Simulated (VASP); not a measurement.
# WC in VASP: single point with LDA

Aim: the single point of WC with LDA.

Everything below comes from runs of VASP 6.6.1. Logs are shortened: lines on timing, memory, paths and dates and some standing lists are left out, and cuts for length are marked.

## 1. The cell of the first run

The cell holds a slab with vacuum, 16 atoms: a = 5.722 Å, b = 5.613 Å, c = 17.129 Å, α = 90.00°, β = 90.00°, γ = 90.00°.

## 2. Single point, LDA

The input, INCAR:

```
SYSTEM = WC
PREC     = Accurate       ! precision mode
ENCUT    = 910            ! plane-wave cutoff, eV
EDIFF    = 1E-6           ! SCF threshold, eV
ISMEAR   = -1             ! smearing method
SIGMA    = 0.05           ! smearing width, eV
LREAL    = Auto         
LASPH    = .True.         ! aspherical terms in the spheres
NELM     = 120            ! most SCF steps
ALGO     = Normal         ! electronic algorithm
ISIF     = 2              ! what is computed and relaxed
LWAVE    = .False.        ! write WAVECAR
LCHARG   = .True.         ! write CHGCAR
LELF     = .True.         ! ELF
LVHAR    = .True.       
NBANDS   = 86             ! bands
GGA_COMPAT= .False.      
NELMDL   = -8
```

The input, KPOINTS:

```
regular mesh
0
Gamma
  3 3 1
  0 0 0
```

The input, POSCAR:

```
WC
1.0
    5.7218600000      0.0000000000      0.0000000000
    0.0000000000      5.6132400000      0.0000000000
    0.0000000000      0.0000000000     17.1293970000
W C
8 8
Direct
    0.0000000000      0.0000000000      0.0583792000
    0.2500000000      0.0000000000      0.2068456737
    0.0000000000      0.5000000000      0.0583792000
    0.2500000000      0.5000000000      0.2068456737
    0.5000000000      0.0000000000      0.0583792000
    0.7500000000      0.0000000000      0.2068456737
    0.5000000000      0.5000000000      0.0583792000
    0.7500000000      0.5000000000      0.2068456737
    0.5000000000      0.2500000000      0.1486182941
    0.2500000000      0.2500000000      0.2855764922
    0.5000000000      0.7500000000      0.1486182941
    0.2500000000      0.7500000000      0.2855764922
    1.0000000000      0.2500000000      0.1486182941
    0.7500000000      0.2500000000      0.2855764922
    1.0000000000      0.7500000000      0.1486182941
    0.7500000000      0.7500000000      0.2855764922
```

Potentials or basis: VASP PAW LDA potentials, release 64 (W_sv, C_h).

Started as:

```
$ cat potpaw_LDA.64/W_sv/POTCAR potpaw_LDA.64/C_h/POTCAR > POTCAR
$ mpirun -np 1 vasp_std > vasp.out
```

OUTCAR:

```text
SYSTEM = WC
   PREC = Accurate
   ENCUT = 910
   EDIFF = 1E-6
   ISMEAR = -1
   LREAL = Auto
   LASPH = .True.
   NELM = 120
   ISIF = 2
   NELMDL = -8

 ion  position               nearest neighbor table
   1  0.000  0.000  0.058-  13 2.09  15 2.09   3 2.81   3 2.81   5 2.86   5 2.86   2 2.92   6 2.92

   2  0.250  0.000  0.207-  10 1.95  12 1.95  11 2.24   9 2.24  13 2.24  15 2.24   4 2.81   4 2.81
                             6 2.86   6 2.86   5 2.92   1 2.92
   3  0.000  0.500  0.058-  13 2.09  15 2.09   1 2.81   1 2.81   7 2.86   7 2.86   4 2.92   8 2.92

   4  0.250  0.500  0.207-  10 1.95  12 1.95  11 2.24   9 2.24  13 2.24  15 2.24   2 2.81   2 2.81
                             8 2.86   8 2.86   7 2.92   3 2.92
   5  0.500  0.000  0.058-   9 2.09  11 2.09   7 2.81   7 2.81   1 2.86   1 2.86   6 2.92   2 2.92

   6  0.750  0.000  0.207-  14 1.95  16 1.95  13 2.24   9 2.24  15 2.24  11 2.24   8 2.81   8 2.81
                             2 2.86   2 2.86   5 2.92   1 2.92
   7  0.500  0.500  0.058-   9 2.09  11 2.09   5 2.81   5 2.81   3 2.86   3 2.86   4 2.92   8 2.92

   8  0.750  0.500  0.207-  14 1.95  16 1.95  13 2.24   9 2.24  15 2.24  11 2.24   6 2.81   6 2.81
                             4 2.86   4 2.86   3 2.92   7 2.92
   9  0.500  0.250  0.149-   5 2.09   7 2.09   2 2.24   6 2.24   4 2.24   8 2.24
  10  0.250  0.250  0.286-   2 1.95   4 1.95
  11  0.500  0.750  0.149-   5 2.09   7 2.09   2 2.24   6 2.24   4 2.24   8 2.24
  12  0.250  0.750  0.286-   2 1.95   4 1.95
  13  0.000  0.250  0.149-   1 2.09   3 2.09   2 2.24   4 2.24   6 2.24   8 2.24
  14  0.750  0.250  0.286-   6 1.95   8 1.95
  15  0.000  0.750  0.149-   1 2.09   3 2.09   2 2.24   4 2.24   6 2.24   8 2.24
  16  0.750  0.750  0.286-   6 1.95   8 1.95

  LATTYP: Found a simple orthorhombic cell.
 ALAT       =     5.6132400000
 B/A-ratio  =     1.0193506780
 C/A-ratio  =     3.0516060243

  Lattice vectors:

 A1 = (   0.0000000000,  -5.6132400000,   0.0000000000)
 A2 = (   5.7218600000,   0.0000000000,   0.0000000000)
 A3 = (   0.0000000000,   0.0000000000,  17.1293970000)

Analysis of symmetry for initial positions (statically):
=====================================================================
 Subroutine PRICEL returns following result:

  LATTYP: Found a simple orthorhombic cell.
 ALAT       =     2.8066200000
 B/A-ratio  =     1.0193506780
 C/A-ratio  =     6.1032120487

  Lattice vectors:

 A1 = (   0.0000000000,  -2.8066200000,   0.0000000000)
 A2 = (   2.8609300000,   0.0000000000,   0.0000000000)
 A3 = (   0.0000000000,   0.0000000000,  17.1293970000)

   4 primitive cells build up your supercell.

 Routine SETGRP: Setting up the symmetry group for a
 simple orthorhombic supercell.

 Subroutine GETGRP returns: Found  4 space group operations
 (whereof  4 operations were pure point group operations)
 out of a pool of  8 trial point group operations.

The static configuration has the point symmetry C_2v.

Analysis of symmetry for dynamics (positions and initial velocities):
=====================================================================
 Subroutine PRICEL returns following result:

  LATTYP: Found a simple orthorhombic cell.
 ALAT       =     2.8066200000
 B/A-ratio  =     1.0193506780
 C/A-ratio  =     6.1032120487

  Lattice vectors:

 A1 = (   0.0000000000,  -2.8066200000,   0.0000000000)
 A2 = (   2.8609300000,   0.0000000000,   0.0000000000)
 A3 = (   0.0000000000,   0.0000000000,  17.1293970000)

   4 primitive cells build up your supercell.

 Routine SETGRP: Setting up the symmetry group for a
 simple orthorhombic supercell.

 Subroutine GETGRP returns: Found  4 space group operations
 (whereof  4 operations were pure point group operations)
 out of a pool of  8 trial point group operations.

The dynamic configuration has the point symmetry C_2v.

 Subroutine INISYM returns: Found  4 space group operations
 (whereof  4 operations are pure point group operations),
 and found     4 'primitive' translations

----------------------------------------------------------------------------------------

                                     Primitive cell

  volume of cell :     137.5412

  direct lattice vectors                    reciprocal lattice vectors
     0.000000000 -2.806620000  0.000000000     0.000000000 -0.356300461  0.000000000
     2.860930000  0.000000000  0.000000000     0.349536689  0.000000000  0.000000000
     0.000000000  0.000000000 17.129397000     0.000000000  0.000000000  0.058379171

  length of vectors
     2.806620000  2.860930000 17.129397000     0.356300461  0.349536689  0.058379171

  position of ions in fractional coordinates (direct lattice)
     0.000000000  0.000000000  0.058379200
     0.000000000  0.500000000  0.206845674
     0.500000000  0.000000000  0.148618294
     0.500000000  0.500000000  0.285576492

  ion indices of the primitive-cell ions
   primitive index   ion index
                 1           1
                 2           2
                 3          13
                 4          10

----------------------------------------------------------------------------------------

 KPOINTS: regular mesh

Automatic generation of k-mesh.
 Grid dimensions read from file:
 generate k-points for:    3    3    1

 Generating k-lattice:

  Cartesian coordinates                     Fractional coordinates (reciprocal lattice)
     0.058256115  0.000000000  0.000000000     0.333333333  0.000000000  0.000000000
     0.000000000  0.059383410  0.000000000     0.000000000  0.333333333  0.000000000
     0.000000000  0.000000000  0.058379171     0.000000000  0.000000000  1.000000000

  Length of vectors
     0.058256115  0.059383410  0.058379171

  Shift w.r.t. Gamma in fractional coordinates (k-lattice)
     0.000000000  0.000000000  0.000000000

 Subroutine IBZKPT returns following result:
 ===========================================

 Found      4 irreducible k-points:

 Following reciprocal coordinates:
            Coordinates               Weight
  0.000000  0.000000  0.000000      1.000000
  0.333333  0.000000  0.000000      2.000000
  0.000000  0.333333  0.000000      2.000000
  0.333333  0.333333  0.000000      4.000000
   k-points           NKPTS =      4   k-points in BZ     NKDIM =      4   number of bands    NBANDS=     86
   number of dos      NEDOS =    301   number of ions     NIONS =     16
   total plane-waves  NPLWV = 564480
   dimension x,y,z NGX =    56 NGY =   56 NGZ =  180
   dimension x,y,z NGXF=   112 NGYF=  112 NGZF=  360
   ions per type =               8   8
   NGX,Y,Z   is equivalent  to a cutoff of  16.27, 16.59, 17.47 a.u.
   NGXF,Y,Z  is equivalent  to a cutoff of  32.54, 33.17, 34.94 a.u.
 SYSTEM =  WC
   PREC   = accura    normal or accurate (medium, high low for compatibility)
   ISTART =      0    job   : 0-new  1-cont  2-samecut
   ICHARG =      2    charge: 1-file 2-atom 10-const
   ISPIN  =      1    spin polarized calculation?
   LNONCOLLINEAR =      F non collinear calculations
   LSORBIT =      F    spin-orbit coupling
   LASPH  =      T    aspherical Exc in radial PAW
   ENCUT  =  910.0 eV  66.88 Ry    8.18 a.u.  14.07 13.81 42.13*2*pi/ulx,y,z
   NELM   =    120;   NELMIN=  2; NELMDL= -8     # of ELM steps
   EDIFF  = 0.1E-05   stopping-criterion for ELM
   LREAL  =      T    real-space projection
   EDIFFG = 0.1E-04   stopping-criterion for IOM
   NSW    =      0    number of steps for IOM
   IBRION =     -1    ionic relax: 0-MD 1-quasi-New 2-CG
   NFREE  =      0    steps in history (QN), initial steepest desc. (CG)
   ISIF   =      2    stress and relaxation
   ISYM   =      2    0-nonsym 1-usesym 2-fastsym
   POTIM  = 0.5000    time-step for ionic-motion
   TEBEG  =    0.0;   TEEND  =   0.0 temperature during run
   PSTRESS=    0.0 pullay stress
   NELECT =     144.0000    total number of electrons
   NUPDOWN=      -1.0000    fix difference up-down
   EMIN   =  10.00;   EMAX   =-10.00  energy-range for DOS
   EFERMI =   0.00;   METHOD = LEGACY
   ISMEAR =    -1;   SIGMA  =   0.05  broadening in eV -4-tet -1-fermi 0-gaus
   EFERMI_NEDOS =   21; number of points for ismear=-14 and -15
   IALGO  =     38    algorithm
   IMIX   =      4    mixing-type and parameters
     AMIX     =   0.40;   BMIX     =  1.00
     AMIX_MAG =   1.60;   BMIX_MAG =  1.00
  volume/ion in A,a.u.               =      34.39       232.04
  Fermi-wavevector in a.u.,A,eV,Ry     =   1.047204  1.978929 14.920646  1.096637
  Thomas-Fermi vector in A             =   2.182074
   LORBIT       =      0    0 simple, 1 ext, 2 COOP (PROOUT), +10 PAW based schemes
   GGA     = CA    functional components
   LHFCALC =     F    Hartree Fock is set to
   AEXX    =    0.0000 exact exchange contribution
   IVDW    =     0    specifies the selected vdW correction
   LEPSILON=     F    determine dielectric tensor
   LRPA    =     F    only Hartree local field effects (RPA)
 non-spin polarized calculation
  energy-cutoff  :      910.00
  volume of cell :      550.16
 maximum number of plane-waves:     34319
   NGX = 29   NGY = 27   NGZ = 85

 number of electron     144.0000002 magnetization

 Free energy of the ion-electron system (eV)
  ---------------------------------------------------
  ext. energy  EPLUGINS =         0.00000000
  ---------------------------------------------------
  free energy    TOTEN  =      -166.85402590 eV

  energy without entropy =     -166.75329473  energy(sigma->0) =     -166.80366032

 E-fermi :  -0.3942     XC(G=0):  -5.5695

 val. band max:       -0.4338195142   @ k =   0.0000   0.3333   0.0000
 cond. band min:      -0.3447211045   @ k =   0.3333   0.3333   0.0000
 fundamental gap:      0.0890984097
 Fermi energy:        -0.3941870522

 k-point     1 :       0.0000    0.0000    0.0000
  band No.  band energies     occupation
      1     -74.2218      2.00000
      2     -74.1869      2.00000
      3     -74.1758      2.00000
      4     -74.1416      2.00000
      5     -73.8106      2.00000
      6     -73.7735      2.00000
[... 76 lines left out ...]
     83       2.1722      0.00000
     84       2.3752      0.00000

 k-point     2 :       0.3333    0.0000    0.0000
  band No.  band energies     occupation
      1     -74.2131      2.00000
      2     -74.1956      2.00000
      3     -74.1672      2.00000
      4     -74.1501      2.00000
      5     -73.8013      2.00000
      6     -73.7828      2.00000
[... 76 lines left out ...]
     83       1.3749      0.00000
     84       1.6915      0.00000

 k-point     3 :       0.0000    0.3333    0.0000
  band No.  band energies     occupation
      1     -74.2103      2.00000
      2     -74.1873      2.00000
      3     -74.1756      2.00000
      4     -74.1529      2.00000
      5     -73.7980      2.00000
      6     -73.7727      2.00000
[... 76 lines left out ...]
     83       1.7344      0.00000
     84       2.1509      0.00000

 k-point     4 :       0.3333    0.3333    0.0000
  band No.  band energies     occupation
      1     -74.2016      2.00000
      2     -74.1843      2.00000
      3     -74.1787      2.00000
      4     -74.1615      2.00000
      5     -73.7888      2.00000
      6     -73.7704      2.00000
[... 76 lines left out ...]
     83       1.0032      0.00000
     84       1.3677      0.00000
 [bands above 84 left out]

------------------------ aborting loop because EDIFF is reached ----------------------------------------

  FORCE on cell =-STRESS in cart. coord.  units (eV):
  Direction    XX          YY          ZZ          XY          YZ          ZX
  --------------------------------------------------------------------------------------
  -------------------------------------------------------------------------------------
  Total      -14.5800169     -2.1347644      1.7420697      0.0000000      0.0000000      0.0000000
  in kB      -42.4595803     -6.2168105      5.0732141      0.0000000      0.0000000      0.0000000
  external PRESSURE =     -14.5343922 kB  Pullay stress =       0.0000000 kB

 VOLUME and BASIS-vectors are now :
 -----------------------------------------------------------------------------
  energy-cutoff  :      910.00
  volume of cell :      550.16
      direct lattice vectors                 reciprocal lattice vectors
     5.721860000  0.000000000  0.000000000     0.174768345  0.000000000  0.000000000
     0.000000000  5.613240000  0.000000000     0.000000000  0.178150231  0.000000000
     0.000000000  0.000000000 17.129397000     0.000000000  0.000000000  0.058379171

 POSITION                                       TOTAL-FORCE (eV/Angst)
 -----------------------------------------------------------------------------------
      0.00000      0.00000      1.00000        -0.000000      0.000000     -0.119489
      1.43047      0.00000      3.54314        -0.000000     -0.000000     -0.042573
      0.00000      2.80662      1.00000         0.000000      0.000000     -0.119489
      1.43047      2.80662      3.54314         0.000000     -0.000000     -0.042573
      2.86093      0.00000      1.00000        -0.000000     -0.000000     -0.119489
      4.29140      0.00000      3.54314        -0.000000     -0.000000     -0.042573
[... 8 lines left out ...]
      0.00000      4.20993      2.54574         0.000000     -0.000000      0.015626
      4.29140      4.20993      4.89175         0.000000     -0.000000      0.146437
 -----------------------------------------------------------------------------------
    total drift:                                0.000000      0.000000     -0.021743

  FREE ENERGIE OF THE ION-ELECTRON SYSTEM (eV)
  ---------------------------------------------------
  free  energy   TOTEN  =      -166.8540259016 eV

  energy  without entropy=     -166.7532947341  energy(sigma->0) =     -166.80366032
```

It took 27 min on 1 thread of Intel Xeon Platinum 8259CL at 2.50GHz (Skylake/Cascade Lake), shared host; peak memory 0.86 GiB.

What came out:

* Free energy: -166.8540 eV
* Largest force: 0.146 eV/Å
* Band gap on the k mesh: zero (bands 72 and 73 overlap by 0.22 eV)

Forces on the atoms (eV/Å):
```
W    0.000  0.000 -0.119
W    0.000  0.000 -0.043
W    0.000  0.000 -0.119
W    0.000  0.000 -0.043
W    0.000  0.000 -0.119
W    0.000  0.000 -0.043
W    0.000  0.000 -0.119
W    0.000  0.000 -0.043
C    0.000  0.000  0.016
C    0.000  0.000  0.146
C    0.000  0.000  0.016
C    0.000  0.000  0.146
C    0.000  0.000  0.016
C    0.000  0.000  0.146
C    0.000  0.000  0.016
C    0.000  0.000  0.146
```

Levels at points of the mesh, in eV from the Fermi level:
| k point | band 68 | band 69 | band 70 | band 71 | band 72 | band 73 | band 74 | band 75 |
| --- | --- | --- | --- | --- | --- | --- | --- | --- |
| (0.00, 0.00, 0.00) | -0.71 | -0.67 | -0.16 | -0.08 | 0.18 | 0.32 | 0.60 | 0.70 |

Caveat: the k points lie up to 0.37 Å⁻¹ apart; the cutoff is under 1.25 times the usual one of these potentials, so pressure, stress and relaxed cells hold a basis-set (Pulay) error; spin-orbit coupling is left out, which moves the levels of the heavy elements.
